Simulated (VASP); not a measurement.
# ZnSe (zincblende type) (F-43m) in VASP: a series of runs

The runs below take ZnSe (zincblende type) through single point, relaxation of cell and atoms, with LDA.

Program: VASP 6.6.1. These are calculated values, not measurements. Logs are shortened: lines on timing, memory, paths and dates and some standing lists are left out, and cuts for length are marked.

## (1) The cell of the first run

Symmetry: F-43m, No. 216, cubic system. Conventional cell: a = 5.568 Å, b = 5.568 Å, c = 5.568 Å, α = 90.00°, β = 90.00°, γ = 90.00°. Zn (site symmetry -43m) has 4 Se at 2.41 Å within 3.2 Å. Se (site symmetry -43m) has 4 Zn at 2.41 Å within 3.2 Å.

## (2) Single point, LDA

The input, INCAR:

```
PREC = Accurate ; ENCUT = 520
EDIFF = 1E-6 ; ISMEAR = -1
SIGMA = 0.08 ; LREAL = F
LASPH = T ; NELM = 100
ALGO = Normal ; ISIF = 2
LWAVE = F ; LCHARG = F
GGA = CA ; NBANDS = 16
```

The input, KPOINTS:

```
regular mesh
0
Gamma
  11 11 11
```

The input, POSCAR:

```
ZnSe
1.0
    0.0000000000      2.7839022724      2.7839022724
    2.7839022724      0.0000000000      2.7839022724
    2.7839022724      2.7839022724      0.0000000000
Zn Se
1 1
Direct
    0.0000000000      0.0000000000      0.0000000000
    0.2500000000      0.2500000000      0.2500000000
```

Potentials or basis: VASP PAW LDA potentials, release 64 (Zn, Se).

Launch:

```bash
> cat potpaw_LDA.64/Zn/POTCAR potpaw_LDA.64/Se/POTCAR > POTCAR
> mpirun -np 1 vasp_std > vasp.out
```

OUTCAR:

```text
PREC = Accurate
   ENCUT = 520
   EDIFF = 1E-6
   ISMEAR = -1
   LREAL = F
   LASPH = T
   NELM = 100
   ISIF = 2
   GGA = CA

 ion  position               nearest neighbor table
   1  0.000  0.000  0.000-   2 2.41   2 2.41   2 2.41   2 2.41
   2  0.250  0.250  0.250-   1 2.41   1 2.41   1 2.41   1 2.41

  LATTYP: Found a face centered cubic cell.
 ALAT       =     5.5678045448

  Lattice vectors:

 A1 = (   0.0000000000,   2.7839022724,   2.7839022724)
 A2 = (   2.7839022724,   0.0000000000,   2.7839022724)
 A3 = (   2.7839022724,   2.7839022724,   0.0000000000)

Analysis of symmetry for initial positions (statically):
=====================================================================
 Subroutine PRICEL returns:
 Original cell was already a primitive cell.

 Routine SETGRP: Setting up the symmetry group for a
 face centered cubic supercell.

 Subroutine GETGRP returns: Found 24 space group operations
 (whereof 24 operations were pure point group operations)
 out of a pool of 48 trial point group operations.

The static configuration has the point symmetry T_d .

Analysis of symmetry for dynamics (positions and initial velocities):
=====================================================================
 Subroutine PRICEL returns:
 Original cell was already a primitive cell.

 Routine SETGRP: Setting up the symmetry group for a
 face centered cubic supercell.

 Subroutine GETGRP returns: Found 24 space group operations
 (whereof 24 operations were pure point group operations)
 out of a pool of 48 trial point group operations.

The dynamic configuration has the point symmetry T_d .

 Subroutine INISYM returns: Found 24 space group operations
 (whereof 24 operations are pure point group operations),
 and found     1 'primitive' translations

----------------------------------------------------------------------------------------

                                     Primitive cell

  volume of cell :      43.1511

  direct lattice vectors                    reciprocal lattice vectors
     0.000000000  2.783902272  2.783902272    -0.179604006  0.179604006  0.179604006
     2.783902272  0.000000000  2.783902272     0.179604006 -0.179604006  0.179604006
     2.783902272  2.783902272  0.000000000     0.179604006  0.179604006 -0.179604006

  length of vectors
     3.937032350  3.937032350  3.937032350     0.311083263  0.311083263  0.311083263

  position of ions in fractional coordinates (direct lattice)
     0.000000000  0.000000000  0.000000000
     0.250000000  0.250000000  0.250000000

  ion indices of the primitive-cell ions
   primitive index   ion index
                 1           1
                 2           2

----------------------------------------------------------------------------------------

 KPOINTS: regular mesh

Automatic generation of k-mesh.
 Grid dimensions read from file:
 generate k-points for:   11   11   11

 Generating k-lattice:

  Cartesian coordinates                     Fractional coordinates (reciprocal lattice)
    -0.016327637  0.016327637  0.016327637     0.090909091  0.000000000  0.000000000
     0.016327637 -0.016327637  0.016327637     0.000000000  0.090909091  0.000000000
     0.016327637  0.016327637 -0.016327637     0.000000000  0.000000000  0.090909091

  Length of vectors
     0.028280297  0.028280297  0.028280297

  Shift w.r.t. Gamma in fractional coordinates (k-lattice)
     0.000000000  0.000000000  0.000000000

 Subroutine IBZKPT returns following result:
 ===========================================

 Found     56 irreducible k-points:

 Following reciprocal coordinates:
            Coordinates               Weight
  0.000000  0.000000  0.000000      1.000000
  0.090909  0.000000  0.000000      8.000000
  0.181818  0.000000  0.000000      8.000000
  0.272727  0.000000  0.000000      8.000000
  0.363636  0.000000  0.000000      8.000000
  0.454545  0.000000  0.000000      8.000000
[... 16 lines left out ...]
 -0.272727  0.181818  0.000000     24.000000
 -0.181818  0.181818  0.000000     12.000000
 [... further k-points ...]
   k-points           NKPTS =     56   k-points in BZ     NKDIM =     56   number of bands    NBANDS=     16
   number of dos      NEDOS =    301   number of ions     NIONS =      2
   total plane-waves  NPLWV =  27000
   dimension x,y,z NGX =    30 NGY =   30 NGZ =   30
   dimension x,y,z NGXF=    60 NGYF=   60 NGZF=   60
   ions per type =               1   1
   NGX,Y,Z   is equivalent  to a cutoff of  12.67, 12.67, 12.67 a.u.
   NGXF,Y,Z  is equivalent  to a cutoff of  25.34, 25.34, 25.34 a.u.
 SYSTEM =  unknown system
   PREC   = accura    normal or accurate (medium, high low for compatibility)
   ISTART =      0    job   : 0-new  1-cont  2-samecut
   ICHARG =      2    charge: 1-file 2-atom 10-const
   ISPIN  =      1    spin polarized calculation?
   LNONCOLLINEAR =      F non collinear calculations
   LSORBIT =      F    spin-orbit coupling
   LASPH  =      T    aspherical Exc in radial PAW
   ENCUT  =  520.0 eV  38.22 Ry    6.18 a.u.   7.32  7.32  7.32*2*pi/ulx,y,z
   NELM   =    100;   NELMIN=  2; NELMDL= -5     # of ELM steps
   EDIFF  = 0.1E-05   stopping-criterion for ELM
   LREAL  =      F    real-space projection
   EDIFFG = 0.1E-04   stopping-criterion for IOM
   NSW    =      0    number of steps for IOM
   IBRION =     -1    ionic relax: 0-MD 1-quasi-New 2-CG
   NFREE  =      0    steps in history (QN), initial steepest desc. (CG)
   ISIF   =      2    stress and relaxation
   ISYM   =      2    0-nonsym 1-usesym 2-fastsym
   POTIM  = 0.5000    time-step for ionic-motion
   TEBEG  =    0.0;   TEEND  =   0.0 temperature during run
   PSTRESS=    0.0 pullay stress
   NELECT =      18.0000    total number of electrons
   NUPDOWN=      -1.0000    fix difference up-down
   EMIN   =  10.00;   EMAX   =-10.00  energy-range for DOS
   EFERMI =   0.00;   METHOD = LEGACY
   ISMEAR =    -1;   SIGMA  =   0.08  broadening in eV -4-tet -1-fermi 0-gaus
   EFERMI_NEDOS =   21; number of points for ismear=-14 and -15
   IALGO  =     38    algorithm
   IMIX   =      4    mixing-type and parameters
     AMIX     =   0.40;   BMIX     =  1.00
     AMIX_MAG =   1.60;   BMIX_MAG =  1.00
  volume/ion in A,a.u.               =      21.58       145.60
  Fermi-wavevector in a.u.,A,eV,Ry     =   1.223212  2.311535 20.357680  1.496247
  Thomas-Fermi vector in A             =   2.358331
   LORBIT       =      0    0 simple, 1 ext, 2 COOP (PROOUT), +10 PAW based schemes
   GGA     = CA    functional components
   LHFCALC =     F    Hartree Fock is set to
   AEXX    =    0.0000 exact exchange contribution
   IVDW    =     0    specifies the selected vdW correction
   LEPSILON=     F    determine dielectric tensor
   LRPA    =     F    only Hartree local field effects (RPA)
 non-spin polarized calculation
  energy-cutoff  :      520.00
  volume of cell :       43.15
 maximum number of plane-waves:      1211
 NGX is ok and might be reduce to    30
   NGX = 15   NGY = 15   NGZ = 15

 number of electron      17.9999987 magnetization

 Free energy of the ion-electron system (eV)
  ---------------------------------------------------
  ext. energy  EPLUGINS =         0.00000000
  ---------------------------------------------------
  free energy    TOTEN  =        -7.37266554 eV

  energy without entropy =       -7.37266296  energy(sigma->0) =       -7.37266425

 E-fermi :   2.7348     XC(G=0):  -9.9375

 val. band max:        1.9898102076   @ k =   0.0000   0.0000   0.0000
 cond. band min:       3.2794062784   @ k =   0.0000   0.0000   0.0000
 fundamental gap:      1.2895960708
 Fermi energy:         2.7348323942

 k-point     1 :       0.0000    0.0000    0.0000
  band No.  band energies     occupation
      1     -11.6560      2.00000
      2      -4.8946      2.00000
      3      -4.8946      2.00000
      4      -4.8946      2.00000
      5      -4.4861      2.00000
      6      -4.4861      2.00000
[... 8 lines left out ...]
     15      13.5803      0.00000
     16      13.5803      0.00000

 k-point     2 :       0.0909    0.0000    0.0000
  band No.  band energies     occupation
      1     -11.5959      2.00000
      2      -4.8934      2.00000
      3      -4.8850      2.00000
      4      -4.8850      2.00000
      5      -4.4872      2.00000
      6      -4.4872      2.00000
[... 8 lines left out ...]
     15      12.9590      0.00000
     16      12.9590      0.00000

 k-point     3 :       0.1818    0.0000    0.0000
  band No.  band energies     occupation
      1     -11.4274      2.00000
      2      -4.8788      2.00000
      3      -4.8604      2.00000
      4      -4.8604      2.00000
      5      -4.4883      2.00000
      6      -4.4883      2.00000
[... 8 lines left out ...]
     15      12.4071      0.00000
     16      12.8981      0.00000

 k-point     4 :       0.2727    0.0000    0.0000
  band No.  band energies     occupation
      1     -11.1882      2.00000
      2      -4.8318      2.00000
      3      -4.8318      2.00000
      4      -4.8185      2.00000
      5      -4.4849      2.00000
      6      -4.4849      2.00000
[... 8 lines left out ...]
     15      12.5544      0.00000
     16      12.5544      0.00000
[... 324 lines left out ...]
 k-point    22 :      -0.3636    0.1818    0.0000
  band No.  band energies     occupation
      1     -10.7111      2.00000
      2      -4.7919      2.00000
      3      -4.7600      2.00000
      4      -4.5345      2.00000
      5      -4.4851      2.00000
      6      -4.3772      2.00000
[... 8 lines left out ...]
     15      13.3285      0.00000
     16      14.9897      0.00000

 k-point    23 :      -0.2727    0.1818    0.0000
  band No.  band energies     occupation
      1     -10.8849      2.00000
      2      -4.7955      2.00000
      3      -4.7852      2.00000
      4      -4.6909      2.00000
      5      -4.5006      2.00000
      6      -4.4463      2.00000
[... 8 lines left out ...]
     15      14.1356      0.00000
     16      15.6789      0.00000

 k-point    24 :      -0.1818    0.1818    0.0000
  band No.  band energies     occupation
      1     -11.1082      2.00000
      2      -4.8238      2.00000
      3      -4.8181      2.00000
      4      -4.7999      2.00000
      5      -4.5049      2.00000
      6      -4.4637      2.00000
[... 8 lines left out ...]
     15      13.6170      0.00000
     16      14.9748      0.00000

 [... further k-points ...]

------------------------ aborting loop because EDIFF is reached ----------------------------------------

  FORCE on cell =-STRESS in cart. coord.  units (eV):
  Direction    XX          YY          ZZ          XY          YZ          ZX
  --------------------------------------------------------------------------------------
  -------------------------------------------------------------------------------------
  Total        0.0960042      0.0960042      0.0960042     -0.0000000     -0.0000000      0.0000000
  in kB        3.5645853      3.5645853      3.5645853     -0.0000000     -0.0000000      0.0000000
  external PRESSURE =       3.5645853 kB  Pullay stress =       0.0000000 kB

 VOLUME and BASIS-vectors are now :
 -----------------------------------------------------------------------------
  energy-cutoff  :      520.00
  volume of cell :       43.15
      direct lattice vectors                 reciprocal lattice vectors
     0.000000000  2.783902272  2.783902272    -0.179604006  0.179604006  0.179604006
     2.783902272  0.000000000  2.783902272     0.179604006 -0.179604006  0.179604006
     2.783902272  2.783902272  0.000000000     0.179604006  0.179604006 -0.179604006

 POSITION                                       TOTAL-FORCE (eV/Angst)
 -----------------------------------------------------------------------------------
      0.00000      0.00000      0.00000        -0.000000     -0.000000     -0.000000
      1.39195      1.39195      1.39195         0.000000      0.000000      0.000000
 -----------------------------------------------------------------------------------
    total drift:                               -0.000000     -0.000000      0.000000

  FREE ENERGIE OF THE ION-ELECTRON SYSTEM (eV)
  ---------------------------------------------------
  free  energy   TOTEN  =        -7.3726655394 eV

  energy  without entropy=       -7.3726629604  energy(sigma->0) =       -7.37266425
```

Wall time 19 s (1 thread of AMD EPYC 9R45 (Zen 5), shared host); peak memory 0.14 GiB.

What came out:

```
Free energy            : -7.3727 eV
Pressure               : 0.4 GPa
Band gap on the k mesh : 1.29 eV, direct
```

Levels at points of the mesh, in eV from the valence-band top:
```
           k point  band 6  band 7  band 8  band 9  band 10  band 11  band 12  band 13
(0.00, 0.00, 0.00)   -6.48    0.00    0.00    0.00     1.29     5.68     5.68     5.68
```

## (3) Single point, LDA

The input, INCAR:

```
PREC = Accurate ; ENCUT = 520
EDIFF = 1E-7 ; ISMEAR = -1
SIGMA = 0.08 ; LREAL = False
LASPH = True ; NELM = 80
ALGO = Normal ; ISIF = 2
LWAVE = False ; LCHARG = False
NBANDS = 16
```

The input, KPOINTS:

```
Automatic mesh
0
Gamma
  11 11 11
```

POSCAR is that of step 2.

Potentials or basis: VASP PAW LDA potentials, release 64 (Zn, Se).

Launch:

```bash
> cat potpaw_LDA.64/Zn/POTCAR potpaw_LDA.64/Se/POTCAR > POTCAR
> mpirun -np 1 vasp_std > vasp.out
```

It took 21 s on 1 thread of AMD EPYC 9R45 (Zen 5), shared host; peak memory 0.14 GiB.

Results (log left out):

| Item | Value |
| --- | --- |
| Free energy | -7.3727 eV |
| Pressure | 0.4 GPa |
| Band gap on the k mesh | 1.29 eV, direct |

Levels at points of the mesh, in eV from the valence-band top:
| k point | band 6 | band 7 | band 8 | band 9 | band 10 | band 11 | band 12 | band 13 |
| --- | --- | --- | --- | --- | --- | --- | --- | --- |
| (0.00, 0.00, 0.00) | -6.48 | 0.00 | 0.00 | 0.00 | 1.29 | 5.68 | 5.68 | 5.68 |

## (4) Relaxation of cell and atoms, LDA

This run uses another cell than the first one, of 23.88 Å³/atom, 1.107 times its volume.

The input, INCAR:

```
SYSTEM = ZnSe
  ALGO = Normal
  EDIFF = 1E-7
  EDIFFG = -0.005
  ENCUT = 600
  IBRION = 2
  ISIF = 3
  ISMEAR = -1
  LASPH = .True.
  LCHARG = .False.
  LREAL = .False.
  LWAVE = .False.
  NELM = 100
  NSW = 60
  PREC = Accurate
  SIGMA = 0.08
```

The input, KPOINTS:

```
k-points
0
Gamma
  11 11 11
  0 0 0
```

The input, POSCAR:

```
ZnSe
1.0
    0.0000000000      2.8798249876      2.8798249876
    2.8798249876      0.0000000000      2.8798249876
    2.8798249876      2.8798249876      0.0000000000
Zn Se
1 1
Direct
    0.0000000000      0.0000000000      0.0000000000
    0.2500000000      0.2500000000      0.2500000000
```

Launch:

```bash
> cat potpaw_LDA.64/Zn/POTCAR potpaw_LDA.64/Se/POTCAR > POTCAR
> mpirun -np 1 vasp_std > vasp.out
```

It took 84 s on 1 thread of AMD EPYC 9R45 (Zen 5), shared host; peak memory 0.18 GiB.

The run converged. Its results:

```yaml
Free_energy: -7.3737 eV
Relaxed_volume: 21.67 Å³/atom
Relaxed_cell: a = 3.943 Å, b = 3.943 Å, c = 3.943 Å, α = 60.00°, β = 60.00°, γ = 60.00°
Space_group_after_relaxing_to_0.05_Å: F-43m (No. 216)
Energy_gained_by_relaxing: 42.0 meV/atom
Ionic_steps: 3
Pressure_after_relaxing: 0.0 GPa
Band_gap_on_the_k_mesh: 1.27 eV, direct
```

The path:
```tsv
step	energy change (eV)	largest force (eV/Å)	pressure (GPa)	volume (Å³)
1	0.0000	0.0000	-5.56	47.77
2	-0.0776	0.0000	1.94	42.26
3	-0.0840	0.0000	0.01	43.34
```

Final structure:
```cif
data_structure
_symmetry_space_group_name_H-M 'P 1'
_symmetry_Int_Tables_number 1
_cell_length_a 3.9429
_cell_length_b 3.9429
_cell_length_c 3.9429
_cell_angle_alpha 60.000
_cell_angle_beta 60.000
_cell_angle_gamma 60.000
_cell_volume 43.34
loop_
_atom_site_label
_atom_site_type_symbol
_atom_site_fract_x
_atom_site_fract_y
_atom_site_fract_z
_atom_site_occupancy
Zn1 Zn 0.00000 0.00000 0.00000 1
Se1 Se 0.25000 0.25000 0.25000 1
```

Levels at points of the mesh, in eV from the valence-band top:
```csv
k point,band 7,band 8,band 9,band 10,band 11,band 12
"(0.00, 0.00, 0.00)",0.00,0.00,0.00,1.27,5.69,5.69
```

As with any semilocal functional, this LDA gap is likely too small.
